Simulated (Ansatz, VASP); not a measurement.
**CdF2: VASP beside Ansatz**

```
CELL_PARAMETERS angstrom
0.00000 2.69418 2.69418
2.69418 0.00000 2.69418
2.69418 2.69418 0.00000
ATOMIC_POSITIONS crystal
Cd 0.00000 0.00000 0.00000
F 0.25000 0.25000 0.25000
F 0.75000 0.75000 0.75000
```

Alike in both runs: task single point; functional PBE-based screened hybrid with a share of 0.5 of exact exchange and HFSCREEN = 0.5; k mesh 4 × 4 × 4; no spin polarisation.

|  | VASP | Ansatz |
| --- | --- | --- |
| version | VASP 6.6.1 | Ansatz 0.2.0 |
| potentials or method | VASP PAW PBE potentials, release 64 (Cd, F) | plane waves |
| plane-wave cutoff (eV) | 520 | 420 |
| occupations | gaussian, width 0.01 eV | fixed |
| valence electrons in the cell | 26 | 34 |

Ansatz gave:

- gap on the k mesh at the Fermi level (eV): 5.92
- pressure (GPa): -0.7

**Question.** Which values does VASP return?

**Answer.** gap on the k mesh at the Fermi level (eV): 5.86; pressure (GPa): 0.5.

VASP's potentials were made for PBE, not for PBE-based screened hybrid. VASP's potentials hold 26 valence electrons a cell and Ansatz's 34, so a difference there can come from the potentials and not from the codes. Ansatz's warnings: stress exchange threshold loose, stress scf threshold loose.

The k mesh is coarse, so the values compare programs but aren't converged.
